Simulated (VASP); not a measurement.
A run of VASP 6.6.1:

Contents of INCAR:

```
  PREC = Accurate
  ENCUT = 500
  EDIFF = 1E-6
  ISMEAR = -1
  SIGMA = 0.1
  LREAL = False
  LASPH = True
  NELM = 120
  ALGO = Normal
  ISIF = 2
  LWAVE = False
  LCHARG = False
  GGA = PS
  NBANDS = 13
  GGA_COMPAT = False
```

KPOINTS

```
Automatic mesh
0
Gamma
  8 8 8
```

Contents of POSCAR:

```
Sn
1.0
   -1.8946518200      1.8946518200      1.8946518200
    1.8946518200     -1.8946518200      1.8946518200
    1.8946518200      1.8946518200     -1.8946518200
Sn
1
Direct
    0.0000000000      0.0000000000      0.0000000000
```

Potentials or basis: VASP PAW PBE potentials, release 64 (Sn_d).

Launch:

```bash
$ cat potpaw_PBE.64/Sn_d/POTCAR > POTCAR
$ mpirun -np 1 vasp_std > vasp.out
```

Hardware: 1 thread of AMD EPYC 7R13 Processor (Zen 3), with other jobs on the host.

**Question.** How long does it take, and how much memory?

**Answer.** Run time: 5.8 s on 1 thread of AMD EPYC 7R13 Processor (Zen 3) (shared host), peak memory 0.11 GiB. Counts: scf iterations 10, k points 29.
